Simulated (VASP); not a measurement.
# B (R-3m) in VASP: a series of runs

Runs on B. Level: PBE. Tasks: single point, relaxation of cell and atoms.

Everything below comes from runs of VASP 6.6.1. Logs are shortened: lines on timing, memory, paths and dates and some standing lists are left out, and cuts for length are marked.

## 1. The cell of the first run

It takes space group R-3m (No. 166, trigonal). Conventional cell: a = 3.968 Å, b = 3.968 Å, c = 9.689 Å, α = 90.00°, β = 90.00°, γ = 120.00°. Within 2.6 Å of B (site symmetry 2/m) lie 12 B at 1.94 to 2.59 Å. B (site symmetry 3m) has 4 B at 1.66 to 1.94 Å within 2.2 Å. Within 2.2 Å of B (site symmetry -3m) lie 8 B at 1.66 to 1.98 Å.

The cell was built from a structure type or drawn by symmetry, and may not be a known phase.

## 2. Single point, PBE

File INCAR:

```
PREC = Accurate
ENCUT = 520
EDIFF = 1E-6
ISMEAR = 0
SIGMA = 0.1
LREAL = F
LASPH = T
NELM = 80
ALGO = Normal
ISIF = 2
LWAVE = F
LCHARG = F
GGA = PE
NBANDS = 18
```

File KPOINTS:

```
regular mesh
0
Gamma
  6 6 6
```

File POSCAR:

```
B
1.0
    1.9840634700      1.1454995800      3.2295335300
   -1.9840634700      1.1454995800      3.2295335300
    0.0000000000     -2.2909991600      3.2295335300
B
6
Direct
    0.5000000000      0.5000000000      0.0000000000
    0.0000000000      0.5000000000      0.5000000000
    0.5000000000      0.0000000000      0.5000000000
    0.1711832100      0.1711832100      0.1711832100
    0.8288167900      0.8288167900      0.8288167900
    0.0000000000      0.0000000000      0.0000000000
```

Potentials or basis: VASP PAW PBE potentials, release 64 (B).

The run is started by

```sh
cat potpaw_PBE.64/B/POTCAR > POTCAR
mpirun -np 1 vasp_std > vasp.out
```

OUTCAR:

```text
PREC = Accurate
   ENCUT = 520
   EDIFF = 1E-6
   ISMEAR = 0
   LREAL = F
   LASPH = T
   NELM = 80
   ISIF = 2
   GGA = PE

 ion  position               nearest neighbor table
   1  0.500  0.500  0.000-   4 1.94   5 1.94   6 1.98   6 1.98   3 1.98   2 1.98   2 1.98   3 1.98

   2  0.000  0.500  0.500-   4 1.94   5 1.94   3 1.98   3 1.98   1 1.98   6 1.98   1 1.98   6 1.98

   3  0.500  0.000  0.500-   4 1.94   5 1.94   2 1.98   2 1.98   1 1.98   1 1.98   6 1.98   6 1.98

   4  0.171  0.171  0.171-   6 1.66   3 1.94   2 1.94   1 1.94
   5  0.829  0.829  0.829-   6 1.66   3 1.94   2 1.94   1 1.94
   6  0.000  0.000  0.000-   4 1.66   5 1.66   1 1.98   1 1.98   2 1.98   2 1.98   3 1.98   3 1.98

  LATTYP: Found a trigonal (rhomboedric) cell.
 ALAT       =     3.9596166433
 COS(alpha) =     0.4978484174

  Lattice vectors:

 A1 = (   1.9840634700,   1.1454995800,   3.2295335300)
 A2 = (  -1.9840634700,   1.1454995800,   3.2295335300)
 A3 = (   0.0000000000,  -2.2909991600,   3.2295335300)

Analysis of symmetry for initial positions (statically):
=====================================================================
 Subroutine PRICEL returns:
 Original cell was already a primitive cell.

 Routine SETGRP: Setting up the symmetry group for a
 trigonal (rhombohedral) supercell.

 Subroutine GETGRP returns: Found 12 space group operations
 (whereof 12 operations were pure point group operations)
 out of a pool of 12 trial point group operations.

The static configuration has the point symmetry D_3d.

Analysis of symmetry for dynamics (positions and initial velocities):
=====================================================================
 Subroutine PRICEL returns:
 Original cell was already a primitive cell.

 Routine SETGRP: Setting up the symmetry group for a
 trigonal (rhombohedral) supercell.

 Subroutine GETGRP returns: Found 12 space group operations
 (whereof 12 operations were pure point group operations)
 out of a pool of 12 trial point group operations.

The dynamic configuration has the point symmetry D_3d.

 Subroutine INISYM returns: Found 12 space group operations
 (whereof 12 operations are pure point group operations),
 and found     1 'primitive' translations

----------------------------------------------------------------------------------------

                                     Primitive cell

  volume of cell :      44.0394

  direct lattice vectors                    reciprocal lattice vectors
     1.984063470  1.145499580  3.229533530     0.252008067  0.145496925  0.103214080
    -1.984063470  1.145499580  3.229533530    -0.252008067  0.145496925  0.103214080
     0.000000000 -2.290999160  3.229533530     0.000000000 -0.290993850  0.103214080

  length of vectors
     3.959616643  3.959616643  3.959616645     0.308756486  0.308756486  0.308756485

  position of ions in fractional coordinates (direct lattice)
     0.500000000  0.500000000  1.000000000
     0.000000000  0.500000000  0.500000000
     0.500000000  0.000000000  0.500000000
     0.171183210  0.171183210  0.171183210
     0.828816790  0.828816790  0.828816790
     0.000000000  0.000000000  0.000000000

  ion indices of the primitive-cell ions
   primitive index   ion index
                 1           1
                 2           2
                 3           3
                 4           4
                 5           5
                 6           6

----------------------------------------------------------------------------------------

 KPOINTS: regular mesh

Automatic generation of k-mesh.
 Grid dimensions read from file:
 generate k-points for:    6    6    6

 Generating k-lattice:

  Cartesian coordinates                     Fractional coordinates (reciprocal lattice)
     0.042001345  0.024249488  0.017202347     0.166666667  0.000000000 -0.000000000
    -0.042001345  0.024249488  0.017202347     0.000000000  0.166666667 -0.000000000
     0.000000000 -0.048498975  0.017202347    -0.000000000 -0.000000000  0.166666667

  Length of vectors
     0.051459414  0.051459414  0.051459414

  Shift w.r.t. Gamma in fractional coordinates (k-lattice)
     0.000000000  0.000000000  0.000000000

 Subroutine IBZKPT returns following result:
 ===========================================

 Found     32 irreducible k-points:

 Following reciprocal coordinates:
            Coordinates               Weight
  0.000000  0.000000  0.000000      1.000000
  0.166667  0.000000  0.000000      6.000000
  0.333333  0.000000 -0.000000      6.000000
  0.500000  0.000000  0.000000      3.000000
  0.166667  0.166667  0.000000      6.000000
  0.333333  0.166667  0.000000     12.000000
[... 16 lines left out ...]
  0.500000  0.500000  0.166667      6.000000
 -0.333333  0.500000  0.166667     12.000000
 [... further k-points ...]
   k-points           NKPTS =     32   k-points in BZ     NKDIM =     32   number of bands    NBANDS=     18
   number of dos      NEDOS =    301   number of ions     NIONS =      6
   total plane-waves  NPLWV =  27000
   dimension x,y,z NGX =    30 NGY =   30 NGZ =   30
   dimension x,y,z NGXF=    60 NGYF=   60 NGZF=   60
   ions per type =               6
   NGX,Y,Z   is equivalent  to a cutoff of  12.60, 12.60, 12.60 a.u.
   NGXF,Y,Z  is equivalent  to a cutoff of  25.19, 25.19, 25.19 a.u.
 SYSTEM =  unknown system
   PREC   = accura    normal or accurate (medium, high low for compatibility)
   ISTART =      0    job   : 0-new  1-cont  2-samecut
   ICHARG =      2    charge: 1-file 2-atom 10-const
   ISPIN  =      1    spin polarized calculation?
   LNONCOLLINEAR =      F non collinear calculations
   LSORBIT =      F    spin-orbit coupling
   LASPH  =      T    aspherical Exc in radial PAW
   ENCUT  =  520.0 eV  38.22 Ry    6.18 a.u.   7.36  7.36  7.36*2*pi/ulx,y,z
   NELM   =     80;   NELMIN=  2; NELMDL= -5     # of ELM steps
   EDIFF  = 0.1E-05   stopping-criterion for ELM
   LREAL  =      F    real-space projection
   EDIFFG = 0.1E-04   stopping-criterion for IOM
   NSW    =      0    number of steps for IOM
   IBRION =     -1    ionic relax: 0-MD 1-quasi-New 2-CG
   NFREE  =      0    steps in history (QN), initial steepest desc. (CG)
   ISIF   =      2    stress and relaxation
   ISYM   =      2    0-nonsym 1-usesym 2-fastsym
   POTIM  = 0.5000    time-step for ionic-motion
   TEBEG  =    0.0;   TEEND  =   0.0 temperature during run
   PSTRESS=    0.0 pullay stress
   NELECT =      18.0000    total number of electrons
   NUPDOWN=      -1.0000    fix difference up-down
   EMIN   =  10.00;   EMAX   =-10.00  energy-range for DOS
   EFERMI =   0.00;   METHOD = LEGACY
   ISMEAR =     0;   SIGMA  =   0.10  broadening in eV -4-tet -1-fermi 0-gaus
   EFERMI_NEDOS =   21; number of points for ismear=-14 and -15
   IALGO  =     38    algorithm
   IMIX   =      4    mixing-type and parameters
     AMIX     =   0.40;   BMIX     =  1.00
     AMIX_MAG =   1.60;   BMIX_MAG =  1.00
  volume/ion in A,a.u.               =       7.34        49.53
  Fermi-wavevector in a.u.,A,eV,Ry     =   1.214932  2.295888 20.082998  1.476059
  Thomas-Fermi vector in A             =   2.350335
   LORBIT       =      0    0 simple, 1 ext, 2 COOP (PROOUT), +10 PAW based schemes
   GGA     = PE    functional components
   LHFCALC =     F    Hartree Fock is set to
   AEXX    =    0.0000 exact exchange contribution
   IVDW    =     0    specifies the selected vdW correction
   LEPSILON=     F    determine dielectric tensor
   LRPA    =     F    only Hartree local field effects (RPA)
 non-spin polarized calculation
 Gauss-broadening in eV      SIGMA  =   0.10
  energy-cutoff  :      520.00
  volume of cell :       44.04
 maximum number of plane-waves:      1243
 NGX is ok and might be reduce to    30
   NGX = 15   NGY = 15   NGZ = 15

 number of electron      17.9999999 magnetization

 Free energy of the ion-electron system (eV)
  ---------------------------------------------------
  ext. energy  EPLUGINS =         0.00000000
  ---------------------------------------------------
  free energy    TOTEN  =       -31.79752352 eV

  energy without entropy =      -31.78457627  energy(sigma->0) =      -31.79104989

 E-fermi :   6.8678     XC(G=0): -11.8584

 val. band max:        6.8615053079   @ k =   0.3333   0.1667   0.1667
 cond. band min:       6.8872802754   @ k =  -0.3333   0.3333   0.0000
 fundamental gap:      0.0257749675
 Fermi energy:         6.8678208559

 k-point     1 :       0.0000    0.0000    0.0000
  band No.  band energies     occupation
      1      -9.3203      2.00000
      2      -1.6406      2.00000
      3       0.5942      2.00000
      4       0.5942      2.00000
      5       1.0152      2.00000
      6       2.5941      2.00000
[... 10 lines left out ...]
     17      16.3200      0.00000
     18      17.7215      0.00000

 k-point     2 :       0.1667    0.0000    0.0000
  band No.  band energies     occupation
      1      -9.0135      2.00000
      2      -2.3089      2.00000
      3      -0.8357      2.00000
      4       0.4472      2.00000
      5       0.6570      2.00000
      6       3.2926      2.00000
[... 10 lines left out ...]
     17      15.6277      0.00000
     18      17.3022      0.00000

 k-point     3 :       0.3333    0.0000   -0.0000
  band No.  band energies     occupation
      1      -8.1019      2.00000
      2      -4.4956      2.00000
      3      -1.2917      2.00000
      4       0.2763      2.00000
      5       0.3311      2.00000
      6       2.8642      2.00000
[... 10 lines left out ...]
     17      16.6262      0.00000
     18      17.1551      0.00000

 k-point     4 :       0.5000    0.0000    0.0000
  band No.  band energies     occupation
      1      -6.8435      2.00000
      2      -6.2858      2.00000
      3      -1.3751      2.00000
      4       0.2369      2.00000
      5       0.2469      2.00000
      6       2.5342      2.00000
[... 10 lines left out ...]
     17      15.8029      0.00000
     18      16.5570      0.00000

 k-point     5 :       0.1667    0.1667    0.0000
  band No.  band energies     occupation
      1      -8.9189      2.00000
      2      -2.1750      2.00000
      3      -0.8376      2.00000
      4      -0.3572      2.00000
      5       0.1567      2.00000
      6       2.9340      2.00000
[... 10 lines left out ...]
     17      15.8162      0.00000
     18      16.9861      0.00000

 k-point     6 :       0.3333    0.1667    0.0000
  band No.  band energies     occupation
      1      -8.2177      2.00000
      2      -3.4855      2.00000
      3      -2.3130      2.00000
      4      -0.5394      2.00000
      5       0.5319      2.00000
      6       2.2443      2.00000
[... 307 lines left out ...]
 k-point    21 :      -0.3333    0.3333    0.1667
  band No.  band energies     occupation
      1      -6.1462      2.00000
      2      -5.6925      2.00000
      3      -3.6905      2.00000
      4      -1.9334      2.00000
      5       0.8244      2.00000
      6       2.8431      2.00000
[... 10 lines left out ...]
     17      16.2524      0.00000
     18      16.4312      0.00000

 k-point    22 :      -0.1667    0.3333    0.1667
  band No.  band energies     occupation
      1      -7.2911      2.00000
      2      -4.2928      2.00000
      3      -3.7050      2.00000
      4      -0.9961      2.00000
      5       0.4950      2.00000
      6       2.6355      2.00000
[... 10 lines left out ...]
     17      15.8654      0.00000
     18      16.5511      0.00000

 k-point    23 :       0.5000    0.5000    0.1667
  band No.  band energies     occupation
      1      -6.8592      2.00000
      2      -4.5216      2.00000
      3      -3.4284      2.00000
      4      -1.5687      2.00000
      5      -1.2604      2.00000
      6       2.1819      2.00000
[... 10 lines left out ...]
     17      15.1305      0.00000
     18      15.7313      0.00000

 k-point    24 :      -0.3333    0.5000    0.1667
  band No.  band energies     occupation
      1      -5.8202      2.00000
      2      -5.3677      2.00000
      3      -4.2747      2.00000
      4      -2.3306      2.00000
      5       0.3136      2.00000
      6       2.5092      2.00000
[... 10 lines left out ...]
     17      15.2298      0.00000
     18      15.5101      0.00000

 [... further k-points ...]

------------------------ aborting loop because EDIFF is reached ----------------------------------------

  FORCE on cell =-STRESS in cart. coord.  units (eV):
  Direction    XX          YY          ZZ          XY          YZ          ZX
  --------------------------------------------------------------------------------------
  -------------------------------------------------------------------------------------
  Total       -1.3940174     -1.3940175     -1.1306789      0.0000000      0.0000000      0.0000000
  in kB      -50.7150956    -50.7150958    -41.1346991      0.0000000      0.0000000      0.0000000
  external PRESSURE =     -47.5216302 kB  Pullay stress =       0.0000000 kB

 VOLUME and BASIS-vectors are now :
 -----------------------------------------------------------------------------
  energy-cutoff  :      520.00
  volume of cell :       44.04
      direct lattice vectors                 reciprocal lattice vectors
     1.984063470  1.145499580  3.229533530     0.252008067  0.145496925  0.103214080
    -1.984063470  1.145499580  3.229533530    -0.252008067  0.145496925  0.103214080
     0.000000000 -2.290999160  3.229533530     0.000000000 -0.290993850  0.103214080

 POSITION                                       TOTAL-FORCE (eV/Angst)
 -----------------------------------------------------------------------------------
      0.00000      1.14550      3.22953         0.000000     -0.000000     -0.000000
     -0.99203     -0.57275      3.22953        -0.000000     -0.000000      0.000000
      0.99203     -0.57275      3.22953        -0.000000     -0.000000      0.000000
      0.00000      0.00000      1.65853         0.000000      0.000000      1.485330
      0.00000      0.00000      8.03007         0.000000     -0.000000     -1.485330
      0.00000      0.00000      0.00000         0.000000     -0.000000     -0.000000
 -----------------------------------------------------------------------------------
    total drift:                                0.000000     -0.000000      0.000000

  FREE ENERGIE OF THE ION-ELECTRON SYSTEM (eV)
  ---------------------------------------------------
  free  energy   TOTEN  =       -31.7975235191 eV

  energy  without entropy=      -31.7845762662  energy(sigma->0) =      -31.79104989
```

It took 34 s on 1 thread of Intel Xeon 8259CL, shared host; peak memory 0.17 GiB.

Results:

* Free energy: -31.7975 eV
* Pressure: -4.8 GPa
* Largest force: 1.485 eV/Å
* Band gap on the k mesh: zero (bands 9 and 10 overlap by 2.89 eV)

Forces on the atoms (eV/Å):
```
B    0.000  0.000  0.000
B    0.000  0.000  0.000
B    0.000  0.000  0.000
B    0.000  0.000  1.485
B    0.000  0.000 -1.485
B    0.000  0.000  0.000
```

Stress tensor (GPa, compression positive):
```
-5.07  0.00  0.00
 0.00 -5.07  0.00
 0.00  0.00 -4.11
```

Caveat: the cell stands under tension; forces of over 1 eV/Å act on the atoms, so gaps and moduli don't describe the material at rest.

## 3. Single point, PBE

This run uses another cell than the first one, of 8.77 Å³/atom.

File INCAR:

```
SYSTEM = B
PREC     = Accurate       ! precision mode
ENCUT    = 520            ! plane-wave cutoff, eV
EDIFF    = 1E-7           ! SCF threshold, eV
ISMEAR   = 0              ! smearing method
SIGMA    = 0.1            ! smearing width, eV
LREAL    = .FALSE.        ! projectors in reciprocal space
LASPH    = .TRUE.         ! aspherical terms in the spheres
NELM     = 80             ! most SCF steps
ALGO     = Normal         ! electronic algorithm
ISIF     = 2              ! what is computed and relaxed
LWAVE    = .FALSE.        ! write WAVECAR
LCHARG   = .FALSE.        ! write CHGCAR
GGA      = PE             ! functional
NBANDS   = 18             ! bands
```

File KPOINTS:

```
Automatic mesh
0
G
  6 6 6
  0 0 0
```

File POSCAR:

```
B
1.0
    2.4583391390      1.4193227637      2.5147804597
   -2.4583391390      1.4193227637      2.5147804597
    0.0000000000     -2.8386455274      2.5147804597
B
6
Direct
    0.5000000000      0.5000000000      0.0000000000
    0.0000000000      0.5000000000      0.5000000000
    0.5000000000      0.0000000000      0.5000000000
    0.2229993575      0.2229993575      0.2229993575
    0.7770006425      0.7770006425      0.7770006425
    0.0000000000      0.0000000000      0.0000000000
```

Potentials or basis: VASP PAW PBE potentials, release 64 (B).

The run is started by

```sh
cat potpaw_PBE.64/B/POTCAR > POTCAR
mpirun -np 1 vasp_std > vasp.out
```

Run time: 31 s. Hardware: 1 thread of Intel Xeon 8259CL, shared host; peak memory 0.15 GiB.

It converged, with:

```
Free energy            : -33.7531 eV
Pressure               : 0.0 GPa
Largest force          : 0.009 eV/Å
Band gap on the k mesh : zero (bands 9 and 10 overlap by 2.72 eV)
```

Forces on the atoms (eV/Å):
```
B    0.000  0.000  0.000
B    0.000  0.000  0.000
B    0.000  0.000  0.000
B    0.000  0.000 -0.009
B    0.000  0.000  0.009
B    0.000  0.000  0.000
```

Stress tensor (GPa, compression positive):
```
 0.07  0.00  0.00
 0.00  0.07  0.00
 0.00  0.00 -0.11
```

Levels at points of the mesh, in eV from the Fermi level:
```tsv
k point	band 6	band 7	band 8	band 9	band 10	band 11	band 12	band 13
(0.00, 0.00, 0.00)	-3.58	-3.58	-3.30	-2.01	-2.01	3.48	3.81	3.81
(0.50, 0.00, 0.00)	-3.63	-3.51	-3.27	-1.16	0.12	1.76	2.11	3.66
(0.50, 0.50, 0.00)	-3.48	-2.07	-1.71	-1.35	0.44	1.33	2.46	3.27
(0.50, 0.50, 0.50)	-6.49	-5.91	-5.91	0.71	2.39	2.39	5.73	5.73
```

[end of part 1 of 2]
